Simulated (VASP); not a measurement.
Input of a VASP 6.6.1 run:

INCAR

```
SYSTEM = AlNi
ALGO = Fast
EDIFF = 1E-6
ENCUT = 520
GGA = PS
ISIF = 2
ISMEAR = 0
LASPH = .True.
LCHARG = .True.
LELF = .True.
LREAL = .False.
LVHAR = .True.
LWAVE = .False.
NBANDS = 14
NELM = 100
PREC = Accurate
SIGMA = 0.15
```

Contents of KPOINTS:

```
k-points
0
Gamma
  16 16 16
  0 0 0
```

File POSCAR:

```
AlNi
1.0
    1.9874914371     -1.9874386223      0.0000000000
    1.9874914371      1.9874386223      0.0000000000
    0.0000000000      0.0000000000      2.7159000000
Al Ni
1 1
Direct
    0.0000000000      0.0000000000      0.0000000000
    0.5000000000      0.5000000000      0.5000000000
```

Potentials or basis: VASP PAW PBE potentials, release 64 (Al, Ni).

Launch:

```console
$ cat potpaw_PBE.64/Al/POTCAR potpaw_PBE.64/Ni/POTCAR > POTCAR
$ mpirun -np 1 vasp_std > vasp.out
```

What does it give for the pressure?

19.1 GPa.

Stress tensor (GPa, compression positive):
```
17.60  0.00  0.00
 0.00 17.61  0.00
 0.00  0.00 22.01
```

Caveat: the PAW data sets were made with another functional, which shifts forces and pressure a little. Spin polarisation is off, so any magnetic state and its effect on volume and gap are missing.
